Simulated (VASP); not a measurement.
# V (Fm-3m) in VASP: notebook

The runs below take V through single point, with PBEsol.

Everything below comes from runs of VASP 6.6.1. Logs are shortened: lines on timing, memory, paths and dates and some standing lists are left out, and cuts for length are marked.

### 1 The cell of the first run

Symmetry: Fm-3m, No. 225, cubic system. Conventional cell: a = 3.771 Å, b = 3.771 Å, c = 3.771 Å, α = 90.00°, β = 90.00°, γ = 90.00°. V (site symmetry m-3m) has 12 V at 2.67 Å within 3.5 Å.

### 2 Single point, PBEsol

File INCAR:

```
SYSTEM = V
ALGO = Normal
EDIFF = 1E-6
ENCUT = 520
GGA = PS
ISIF = 2
ISMEAR = -1
LASPH = .True.
LCHARG = .False.
LREAL = .False.
LWAVE = .False.
NBANDS = 12
NELM = 100
PREC = Accurate
SIGMA = 0.1
```

File KPOINTS:

```
k-points
0
Gamma
  14 14 14
  0 0 0
```

File POSCAR:

```
V
1.0
    0.0000000000      1.8857067481      1.8857067481
    1.8857067481      0.0000000000      1.8857067481
    1.8857067481      1.8857067481      0.0000000000
V
1
Direct
    0.0000000000      0.0000000000      0.0000000000
```

Potentials or basis: VASP PAW PBE potentials, release 64 (V_sv).

The run is started by

```
> cat potpaw_PBE.64/V_sv/POTCAR > POTCAR
> mpirun -np 1 vasp_std > vasp.out
```

OUTCAR:

```text
SYSTEM = V
   EDIFF = 1E-6
   ENCUT = 520
   GGA = PS
   ISIF = 2
   ISMEAR = -1
   LASPH = .True.
   LREAL = .False.
   NELM = 100
   PREC = Accurate

 ion  position               nearest neighbor table
   1  0.000  0.000  0.000-

  LATTYP: Found a face centered cubic cell.
 ALAT       =     3.7714134962

  Lattice vectors:

 A1 = (   0.0000000000,   1.8857067481,   1.8857067481)
 A2 = (   1.8857067481,   0.0000000000,   1.8857067481)
 A3 = (   1.8857067481,   1.8857067481,   0.0000000000)

Analysis of symmetry for initial positions (statically):
=====================================================================
 Subroutine PRICEL returns:
 Original cell was already a primitive cell.

 Routine SETGRP: Setting up the symmetry group for a
 face centered cubic supercell.

 Subroutine GETGRP returns: Found 48 space group operations
 (whereof 48 operations were pure point group operations)
 out of a pool of 48 trial point group operations.

The static configuration has the point symmetry O_h .

Analysis of symmetry for dynamics (positions and initial velocities):
=====================================================================
 Subroutine PRICEL returns:
 Original cell was already a primitive cell.

 Routine SETGRP: Setting up the symmetry group for a
 face centered cubic supercell.

 Subroutine GETGRP returns: Found 48 space group operations
 (whereof 48 operations were pure point group operations)
 out of a pool of 48 trial point group operations.

The dynamic configuration has the point symmetry O_h .

 Subroutine INISYM returns: Found 48 space group operations
 (whereof 48 operations are pure point group operations),
 and found     1 'primitive' translations

----------------------------------------------------------------------------------------

                                     Primitive cell

  volume of cell :      13.4107

  direct lattice vectors                    reciprocal lattice vectors
     0.000000000  1.885706748  1.885706748    -0.265152575  0.265152575  0.265152575
     1.885706748  0.000000000  1.885706748     0.265152575 -0.265152575  0.265152575
     1.885706748  1.885706748  0.000000000     0.265152575  0.265152575 -0.265152575

  length of vectors
     2.666792058  2.666792058  2.666792058     0.459257732  0.459257732  0.459257732

  position of ions in fractional coordinates (direct lattice)
     0.000000000  0.000000000  0.000000000

  ion indices of the primitive-cell ions
   primitive index   ion index
                 1           1

----------------------------------------------------------------------------------------

 KPOINTS: k-points

Automatic generation of k-mesh.
 Grid dimensions read from file:
 generate k-points for:   14   14   14

 Generating k-lattice:

  Cartesian coordinates                     Fractional coordinates (reciprocal lattice)
    -0.018939470  0.018939470  0.018939470     0.071428571  0.000000000  0.000000000
     0.018939470 -0.018939470  0.018939470     0.000000000  0.071428571  0.000000000
     0.018939470  0.018939470 -0.018939470     0.000000000  0.000000000  0.071428571

  Length of vectors
     0.032804124  0.032804124  0.032804124

  Shift w.r.t. Gamma in fractional coordinates (k-lattice)
     0.000000000  0.000000000  0.000000000

 Subroutine IBZKPT returns following result:
 ===========================================

 Found    104 irreducible k-points:

 Following reciprocal coordinates:
            Coordinates               Weight
  0.000000  0.000000  0.000000      1.000000
  0.071429  0.000000  0.000000      8.000000
  0.142857  0.000000  0.000000      8.000000
  0.214286  0.000000  0.000000      8.000000
  0.285714  0.000000  0.000000      8.000000
  0.357143  0.000000  0.000000      8.000000
[... 16 lines left out ...]
  0.214286  0.142857  0.000000     24.000000
  0.285714  0.142857  0.000000     24.000000
 [... further k-points ...]
   k-points           NKPTS =    104   k-points in BZ     NKDIM =    104   number of bands    NBANDS=     12
   number of dos      NEDOS =    301   number of ions     NIONS =      1
   total plane-waves  NPLWV =   8000
   dimension x,y,z NGX =    20 NGY =   20 NGZ =   20
   dimension x,y,z NGXF=    40 NGYF=   40 NGZF=   40
   ions per type =               1
   NGX,Y,Z   is equivalent  to a cutoff of  12.47, 12.47, 12.47 a.u.
   NGXF,Y,Z  is equivalent  to a cutoff of  24.94, 24.94, 24.94 a.u.
 SYSTEM =  V
   PREC   = accura    normal or accurate (medium, high low for compatibility)
   ISTART =      0    job   : 0-new  1-cont  2-samecut
   ICHARG =      2    charge: 1-file 2-atom 10-const
   ISPIN  =      1    spin polarized calculation?
   LNONCOLLINEAR =      F non collinear calculations
   LSORBIT =      F    spin-orbit coupling
   LASPH  =      T    aspherical Exc in radial PAW
   ENCUT  =  520.0 eV  38.22 Ry    6.18 a.u.   4.96  4.96  4.96*2*pi/ulx,y,z
   NELM   =    100;   NELMIN=  2; NELMDL= -5     # of ELM steps
   EDIFF  = 0.1E-05   stopping-criterion for ELM
   LREAL  =      F    real-space projection
   EDIFFG = 0.1E-04   stopping-criterion for IOM
   NSW    =      0    number of steps for IOM
   IBRION =     -1    ionic relax: 0-MD 1-quasi-New 2-CG
   NFREE  =      0    steps in history (QN), initial steepest desc. (CG)
   ISIF   =      2    stress and relaxation
   ISYM   =      2    0-nonsym 1-usesym 2-fastsym
   POTIM  = 0.5000    time-step for ionic-motion
   TEBEG  =    0.0;   TEEND  =   0.0 temperature during run
   PSTRESS=    0.0 pullay stress
   NELECT =      13.0000    total number of electrons
   NUPDOWN=      -1.0000    fix difference up-down
   EMIN   =  10.00;   EMAX   =-10.00  energy-range for DOS
   EFERMI =   0.00;   METHOD = LEGACY
   ISMEAR =    -1;   SIGMA  =   0.10  broadening in eV -4-tet -1-fermi 0-gaus
   EFERMI_NEDOS =   21; number of points for ismear=-14 and -15
   IALGO  =     38    algorithm
   IMIX   =      4    mixing-type and parameters
     AMIX     =   0.40;   BMIX     =  1.00
     AMIX_MAG =   1.60;   BMIX_MAG =  1.00
  volume/ion in A,a.u.               =      13.41        90.50
  Fermi-wavevector in a.u.,A,eV,Ry     =   1.620212  3.061756 35.716468  2.625086
  Thomas-Fermi vector in A             =   2.714187
   LORBIT       =      0    0 simple, 1 ext, 2 COOP (PROOUT), +10 PAW based schemes
   GGA     = PS    functional components
   LHFCALC =     F    Hartree Fock is set to
   AEXX    =    0.0000 exact exchange contribution
   IVDW    =     0    specifies the selected vdW correction
   LEPSILON=     F    determine dielectric tensor
   LRPA    =     F    only Hartree local field effects (RPA)
 non-spin polarized calculation
  energy-cutoff  :      520.00
  volume of cell :       13.41
 maximum number of plane-waves:       371
   NGX =  9   NGY =  9   NGZ =  9

 number of electron      13.0000009 magnetization

 Free energy of the ion-electron system (eV)
  ---------------------------------------------------
  ext. energy  EPLUGINS =         0.00000000
  ---------------------------------------------------
  free energy    TOTEN  =        -9.39844437 eV

  energy without entropy =       -9.34242329  energy(sigma->0) =       -9.37043383

 E-fermi :   9.9428     XC(G=0): -13.0836

 val. band max:        9.9384870311   @ k =   0.4286   0.2857   0.0714
 cond. band min:       9.9453373431   @ k =  -0.3571   0.3571   0.0000
 fundamental gap:      0.0068503120
 Fermi energy:         9.9428372154

 k-point     1 :       0.0000    0.0000    0.0000
  band No.  band energies     occupation
      1     -53.8489      2.00000
      2     -27.2513      2.00000
      3     -27.2513      2.00000
      4     -27.2513      2.00000
      5       3.0121      2.00000
      6      10.1129      0.30866
      7      10.1129      0.30866
      8      10.1129      0.30866
      9      11.9250      0.00000
     10      11.9250      0.00000
     11      27.7978      0.00000
     12      33.1058      0.00000

 k-point     2 :       0.0714    0.0000    0.0000
  band No.  band energies     occupation
      1     -53.8395      2.00000
      2     -27.2988      2.00000
      3     -27.2572      2.00000
      4     -27.2572      2.00000
      5       3.2079      2.00000
      6      10.0064      0.69240
      7      10.1816      0.16820
      8      10.1816      0.16820
      9      11.8836      0.00000
     10      11.8836      0.00000
     11      27.9288      0.00000
     12      31.6566      0.00000

 k-point     3 :       0.1429    0.0000    0.0000
  band No.  band energies     occupation
      1     -53.8133      2.00000
      2     -27.4306      2.00000
      3     -27.2736      2.00000
      4     -27.2736      2.00000
      5       3.7685      2.00000
      6       9.7390      1.76952
      7      10.3384      0.03757
      8      10.3384      0.03757
      9      11.8171      0.00000
     10      11.8171      0.00000
     11      27.8885      0.00000
     12      29.5646      0.00000
[... 286 lines left out ...]
 k-point    23 :       0.2143    0.1429    0.0000
  band No.  band energies     occupation
      1     -53.7730      2.00000
      2     -27.5470      2.00000
      3     -27.3429      2.00000
      4     -27.3357      2.00000
      5       4.6259      2.00000
      6       9.1466      1.99930
      7      10.6320      0.00203
      8      10.7823      0.00045
      9      11.2386      0.00000
     10      12.2602      0.00000
     11      28.0224      0.00000
     12      29.0155      0.00000

 k-point    24 :       0.2857    0.1429    0.0000
  band No.  band energies     occupation
      1     -53.7359      2.00000
      2     -27.7138      2.00000
      3     -27.3726      2.00000
      4     -27.3635      2.00000
      5       5.4509      2.00000
      6       8.8935      1.99994
      7      10.2944      0.05773
      8      10.8568      0.00021
      9      11.7611      0.00000
     10      12.5054      0.00000
     11      25.7755      0.00000
     12      28.6151      0.00000

 [... further k-points ...]

------------------------ aborting loop because EDIFF is reached ----------------------------------------

  FORCE on cell =-STRESS in cart. coord.  units (eV):
  Direction    XX          YY          ZZ          XY          YZ          ZX
  --------------------------------------------------------------------------------------
  -------------------------------------------------------------------------------------
  Total        0.0088196      0.0088196      0.0088196      0.0000000      0.0000000     -0.0000000
  in kB        1.0536722      1.0536722      1.0536722      0.0000000      0.0000000     -0.0000000
  external PRESSURE =       1.0536722 kB  Pullay stress =       0.0000000 kB

 VOLUME and BASIS-vectors are now :
 -----------------------------------------------------------------------------
  energy-cutoff  :      520.00
  volume of cell :       13.41
      direct lattice vectors                 reciprocal lattice vectors
     0.000000000  1.885706748  1.885706748    -0.265152575  0.265152575  0.265152575
     1.885706748  0.000000000  1.885706748     0.265152575 -0.265152575  0.265152575
     1.885706748  1.885706748  0.000000000     0.265152575  0.265152575 -0.265152575

 POSITION                                       TOTAL-FORCE (eV/Angst)
 -----------------------------------------------------------------------------------
      0.00000      0.00000      0.00000         0.000000      0.000000      0.000000
 -----------------------------------------------------------------------------------
    total drift:                                0.000000     -0.000000      0.000000

  FREE ENERGIE OF THE ION-ELECTRON SYSTEM (eV)
  ---------------------------------------------------
  free  energy   TOTEN  =        -9.3984443708 eV

  energy  without entropy=       -9.3424232852  energy(sigma->0) =       -9.37043383
```

Run time: 6.1 s. Hardware: 1 thread of Intel Xeon 6975P-C (Granite Rapids), shared host; peak memory 0.13 GiB.

Results:

```yaml
Free_energy: -9.3984 eV
Pressure: 0.1 GPa
```

Caveat: the PAW data sets were made with another functional, which shifts forces and pressure a little.

### 3 Single point, PBEsol (volume scaled by 0.88)

File INCAR:

```
SYSTEM = V
  PREC = Accurate
  ENCUT = 520
  EDIFF = 1E-6
  ISMEAR = -1
  SIGMA = 0.1
  LREAL = .False.
  LASPH = .True.
  NELM = 60
  ALGO = Normal
  ISIF = 2
  LWAVE = .False.
  LCHARG = .True.
  GGA = PS
  LELF = .True.
  LVHAR = .True.
  NBANDS = 12
```

File KPOINTS:

```
regular mesh
0
Gamma
  16 16 16
  0 0 0
```

File POSCAR:

```
V
1.0
    0.0000000000      1.8070425515      1.8070425515
    1.8070425515      0.0000000000      1.8070425515
    1.8070425515      1.8070425515      0.0000000000
V
1
Direct
    0.0000000000      0.0000000000      0.0000000000
```

Potentials or basis: VASP PAW PBE potentials, release 64 (V_sv).

The run is started by

```
> cat potpaw_PBE.64/V_sv/POTCAR > POTCAR
> mpirun -np 1 vasp_std > vasp.out
```

It took 8.2 s on 1 thread of Intel Xeon 6975P-C (Granite Rapids), shared host; peak memory 0.13 GiB.

The run converged. Its results:

```
Free energy : -9.2564 eV
Pressure    : 30.9 GPa
```

Levels at points of the mesh, in eV from the Fermi level:
| k point | band 4 | band 5 | band 6 | band 7 | band 8 | band 9 |
| --- | --- | --- | --- | --- | --- | --- |
| (0.00, 0.00, 0.00) | -36.86 | -7.23 | 0.12 | 0.12 | 0.12 | 2.29 |
| (0.50, 0.00, 0.00) | -37.03 | -3.90 | -0.06 | -0.06 | 1.31 | 3.79 |
| (0.50, 0.50, 0.00) | -37.34 | -4.32 | -3.32 | 3.75 | 4.19 | 4.19 |

Caveat: the PAW data sets were made with another functional, which shifts forces and pressure a little.

### 4 Single point, PBEsol (volume scaled by 0.92)

File INCAR:

```
SYSTEM = V
ALGO = Normal
EDIFF = 1E-6
ENCUT = 520
GGA = PS
ISIF = 2
ISMEAR = -1
LASPH = .TRUE.
LCHARG = .TRUE.
LELF = .TRUE.
LREAL = .FALSE.
LVHAR = .TRUE.
LWAVE = .FALSE.
NBANDS = 12
NELM = 60
PREC = Accurate
SIGMA = 0.1
```

File KPOINTS:

```
k-points
0
G
  16 16 16
  0 0 0
```

File POSCAR:

```
V
1.0
    0.0000000000      1.8340173127      1.8340173127
    1.8340173127      0.0000000000      1.8340173127
    1.8340173127      1.8340173127      0.0000000000
V
1
Direct
    0.0000000000      0.0000000000      0.0000000000
```

The run is started by

```
> cat potpaw_PBE.64/V_sv/POTCAR > POTCAR
> mpirun -np 1 vasp_std > vasp.out
```

Run time: 7.7 s. Hardware: 1 thread of Intel Xeon 6975P-C (Granite Rapids), shared host; peak memory 0.13 GiB.

It converged, with:

```
Free energy : -9.3388 eV
Pressure    : 18.6 GPa
```

Levels at points of the mesh, in eV from the Fermi level:
```csv
k point,band 2,band 3,band 4,band 5,band 6,band 7,band 8,band 9,band 10,band 11
"(0.00, 0.00, 0.00)",-36.98,-36.98,-36.98,-7.14,0.14,0.14,0.14,2.18,2.18,18.32
"(0.50, 0.00, 0.00)",-38.18,-37.13,-37.13,-3.73,-0.03,-0.03,1.15,3.59,3.59,10.43
"(0.50, 0.50, 0.00)",-38.10,-37.40,-37.40,-4.07,-3.11,3.55,3.97,3.97,4.03,13.25
```

Caveat: the PAW data sets were made with another functional, which shifts forces and pressure a little.

### 5 Single point, PBEsol (volume scaled by 0.96)

File INCAR:

```
SYSTEM = V
PREC = Accurate ; ENCUT = 520
EDIFF = 1E-6 ; ISMEAR = -1
SIGMA = 0.1 ; LREAL = .False.
LASPH = .True. ; NELM = 100
ALGO = Normal ; ISIF = 2
LWAVE = .False. ; LCHARG = .False.
GGA = PS ; NBANDS = 12
```

File KPOINTS:

```
Automatic mesh
0
Gamma
  16 16 16
  0 0 0
```

File POSCAR:

```
V
1.0
    0.0000000000      1.8602211003      1.8602211003
    1.8602211003      0.0000000000      1.8602211003
    1.8602211003      1.8602211003      0.0000000000
V
1
Direct
    0.0000000000      0.0000000000      0.0000000000
```

The run is started by

```
> cat potpaw_PBE.64/V_sv/POTCAR > POTCAR
> mpirun -np 1 vasp_std > vasp.out
```

It took 6.9 s on 1 thread of Intel Xeon 6975P-C (Granite Rapids), shared host; peak memory 0.13 GiB.

The run converged. Its results:

- Free energy: -9.3838 eV
- Pressure: 8.5 GPa

Levels at points of the mesh, in eV from the Fermi level:
```csv
k point,band 4,band 5,band 6,band 7,band 8,band 9
"(0.00, 0.00, 0.00)",-37.09,-7.04,0.16,0.16,0.16,2.08
"(0.50, 0.00, 0.00)",-37.23,-3.58,0.00,0.00,1.01,3.40
"(0.50, 0.50, 0.00)",-37.46,-3.85,-2.92,3.37,3.76,3.76
```

Caveat: the PAW data sets were made with another functional, which shifts forces and pressure a little.

### 6 Summary

| cell | k mesh | gap on the mesh (eV) | pressure (GPa) |
| --- | --- | --- | --- |
| a = 2.667 Å, angles 60.0°, 1 atom | 14 × 14 × 14 | none | 0.1 |
| a = 2.556 Å, angles 60.0°, 1 atom | 16 × 16 × 16 | none | 30.9 |
| a = 2.594 Å, angles 60.0°, 1 atom | 16 × 16 × 16 | none | 18.6 |
| a = 2.631 Å, angles 60.0°, 1 atom | 16 × 16 × 16 | none | 8.5 |

Alike in all rows: task single point; level PBEsol; potentials or basis VASP PAW PBE potentials, release 64 (V_sv); no spin polarisation; cutoff (eV) 520; smearing fermi-dirac 0.1 eV.

Caveats: the PAW data sets were made with another functional, which shifts forces and pressure a little.

Absolute energies hang on the potentials; compare differences alone.
